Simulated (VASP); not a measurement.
A run of VASP 6.6.1 is set up as follows.

POSCAR

```
AlN
1.0
    0.0000000000      2.2015394219      2.2015394219
    2.2015394219      0.0000000000      2.2015394219
    2.2015394219      2.2015394219      0.0000000000
Al N
1 1
Direct
    0.0000000000      0.0000000000      0.0000000000
    0.2500000000      0.2500000000      0.2500000000
```

The input INCAR.step1:

```
SYSTEM = AlN
PREC = Accurate
ENCUT = 600
ISMEAR = -1
SIGMA = 0.02
LREAL = .False.
LASPH = .True.
NELM = 80
GGA = PE
ALGO = Normal
EDIFF = 1E-4
LWAVE = .True.
LCHARG = .False.
```

Contents of INCAR.step2:

```
SYSTEM = AlN
PREC = Accurate
ENCUT = 600
EDIFF = 1E-7
ISMEAR = -1
SIGMA = 0.02
LREAL = .False.
LASPH = .True.
NELM = 80
ALGO = Normal
ISIF = 3
LWAVE = .False.
LCHARG = .False.
METAGGA = R2SCAN
LMIXTAU = .True.
IBRION = 2
NSW = 80
EDIFFG = -0.005
ISTART = 1
```

KPOINTS

```
Automatic mesh
0
Gamma
  10 10 10
  0 0 0
```

Potentials or basis: VASP PAW PBE potentials, release 64 (Al, N).

The run is started by

```bash
$ cat potpaw_PBE.64/Al/POTCAR potpaw_PBE.64/N/POTCAR > POTCAR
$ cp INCAR.step1 INCAR
$ mpirun -np 1 vasp_std > vasp.out
$ cp INCAR.step2 INCAR
$ mpirun -np 1 vasp_std > vasp.out
```

Question: Predict the space group after relaxing (to 0.1 Å).

Answer: F-43m (No. 216).

Question: Estimate the relaxed volume.

Answer: 10.41 Å³/atom.

Question: What does it give for the band gap on the k mesh?

Answer: 3.94 eV (least direct gap 4.90 eV).

Question: What does it give for the relaxed cell?

Answer: a = 3.088 Å, b = 3.088 Å, c = 3.088 Å, α = 60.00°, β = 60.00°, γ = 60.00°.

The path:
| step | energy change (eV) | largest force (eV/Å) | pressure (GPa) | volume (Å³) |
| --- | --- | --- | --- | --- |
| 1 | 0.0000 | 0.0000 | -4.93 | 21.34 |
| 2 | -0.0001 | 0.0000 | 5.23 | 20.34 |
| 3 | -0.0080 | 0.0000 | -0.08 | 20.83 |
| 4 | -0.0080 | 0.0000 | 0.02 | 20.82 |

Caveat: the PAW data sets were made with another functional, which shifts forces and pressure a little. A k mesh can miss the band edges.
